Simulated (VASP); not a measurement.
K: single point with PBE

Crystal: K.

```
K
1.0
     0.00000    3.32386    3.32386
     3.32386    0.00000    3.32386
     3.32386    3.32386    0.00000
K
1
Direct
  0.00000 0.00000 0.00000
```

This isn't the form of K at room conditions, which is bcc.

| Item | Value |
| --- | --- |
| Program | VASP 6.6.1 |
| Task | single point |
| Functional | PBE |
| Potentials or basis | VASP PAW PBE potentials, release 64 (K_sv) |
| Cutoff | 520 eV |
| k mesh | 12 × 12 × 12 |
| Occupations | gaussian, width 0.1 eV |
| Spin | no spin polarisation |
| Dipole correction | no |
| Further INCAR settings | ALGO = Normal; EDIFF = 1e-06; NBANDS = 10 |

```json
{"Pressure": "0.0 GPa", "Band gap on the k mesh": "zero (an odd number of electrons rules out a gap without spin polarisation)"}
```

Levels at points of the mesh, in eV from the Fermi level:
| k point | band 1 | band 2 | band 3 | band 4 | band 5 | band 6 | band 7 | band 8 | band 9 | band 10 |
| --- | --- | --- | --- | --- | --- | --- | --- | --- | --- | --- |
| (0.00, 0.00, 0.00) | -32.11 | -15.56 | -15.56 | -15.56 | -2.14 | 4.23 | 4.23 | 4.23 | 5.48 | 5.48 |
| (0.50, 0.00, 0.00) | -32.11 | -15.63 | -15.57 | -15.57 | 0.34 | 0.57 | 4.01 | 4.01 | 6.15 | 6.27 |
| (0.50, 0.50, 0.00) | -32.11 | -15.62 | -15.59 | -15.59 | 0.93 | 1.40 | 2.35 | 4.94 | 4.94 | 5.61 |

Run time: 71 s on 1 thread of AMD EPYC 7R13, on a shared host, peak memory 0.19 GiB.
